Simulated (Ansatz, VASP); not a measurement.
# InSb3 in VASP and in Ansatz

```
CELL_PARAMETERS angstrom
4.91014 -0.16849 -0.16849
-0.16849 4.91014 -0.16849
-0.16849 -0.16849 4.91014
ATOMIC_POSITIONS crystal
In 0.00000 0.00000 0.00000
Sb 0.50000 0.00000 0.50000
Sb 0.00000 0.50000 0.50000
Sb 0.50000 0.50000 0.00000
```

Change from the starting cell: equal engineering shear yz, xz and xy -0.0700, equal normal strain along x, y and z +0.0200.

Alike in both runs: task single point; functional PBE; k mesh 8 × 8 × 8; occupations gaussian, width 0.15 eV; no spin polarisation.

```csv
,VASP,Ansatz
version,VASP 6.6.1,Ansatz 0.2.0
potentials or method,"VASP PAW PBE potentials, release 64 (In_d, Sb), cutoff 520 eV","scalar-relativistic, plane waves, PAW"
valence electrons in the cell,28,58
```

Ansatz gave:

* gap on the k mesh at the Fermi level (eV): none
* pressure (GPa): -2.2
* traceless stress, the component that is largest in VASP (GPa): 0.48

Task: Which values does VASP return?

Result: gap on the k mesh at the Fermi level (eV): none; pressure (GPa): -2.3; traceless stress, the component that is largest in VASP (GPa): 0.48.

A gap of «none» marks a metal or a gap that the smearing closes. VASP's potentials hold 28 valence electrons a cell and Ansatz's 58, so a difference there can come from the potentials and not from the codes.

Spin-orbit coupling is off throughout.
